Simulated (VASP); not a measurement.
Here is a VASP 6.6.1 calculation.

File INCAR:

```
PREC = Accurate
ENCUT = 600
EDIFF = 1E-7
ISMEAR = 0
SIGMA = 0.1
LREAL = Auto
LASPH = T
NELM = 60
ALGO = Fast
ISIF = 3
LWAVE = F
LCHARG = F
GGA = PE
IBRION = 2
NSW = 70
EDIFFG = -0.04
ISYM = 0
```

KPOINTS

```
Automatic mesh
0
Gamma
  2 2 2
  0.5 0.5 0.5
```

Contents of POSCAR:

```
Pt9Au7
1.0
   -4.0534492800      4.0534492800     -4.0534492800
    4.0534492800      4.0534492800      4.0534492800
    4.0534492800     -4.0534492800     -4.0534492800
Pt Au
9 7
Direct
    0.2490733071      0.9991178480      0.7470291007
    0.0024706424      0.2516018179      0.7493005312
    0.4995767897      0.9997296483      0.5004217114
    0.7509127282      0.5001638026      0.7511541620
    0.9951493061      0.5000886832      0.4982568591
    0.7495963731      0.9989344785      0.2479440783
    0.0021593977      0.9982611464      0.9969563877
    0.2514018278      0.5054913069      0.2529868038
    0.4989423401      0.5012791759      0.0072135004
    0.2471830215      0.2493916176      0.4996886601
    0.4997808357      0.7454021520      0.7457589860
    0.4998018983      0.2510038107      0.2494637307
    0.7538638226      0.7519580833      0.5019466826
    0.9994221276      0.7467548789      0.2466699977
    0.7481425426      0.2443634457      0.9993068553
    0.2525262749      0.7491871022      0.9999143090
```

Potentials or basis: VASP PAW PBE potentials, release 64 (Pt, Au).

Run with:

```sh
$ cat potpaw_PBE.64/Pt/POTCAR potpaw_PBE.64/Au/POTCAR > POTCAR
$ mpirun -np 1 vasp_std > vasp.out
```

(1) What does it give for the relaxed cell?

(2) What does it give for the relaxed volume?

(3) Predict the space group after relaxing (to 0.1 Å).

(4) What does it give for the band gap on the k mesh?

## Answers

(1) a = 6.993 Å, b = 6.993 Å, c = 6.993 Å, α = 109.01°, β = 110.32°, γ = 109.09°.

(2) 16.45 Å³/atom.

(3) I4/mmm (No. 139).

(4) zero (an odd number of electrons rules out a gap without spin polarisation).

Caveat: the k points lie up to 0.55 Å⁻¹ apart in the final cell, too coarse for converged energies and pressures of a metal; spin-orbit coupling is left out, which moves the levels of the heavy elements.
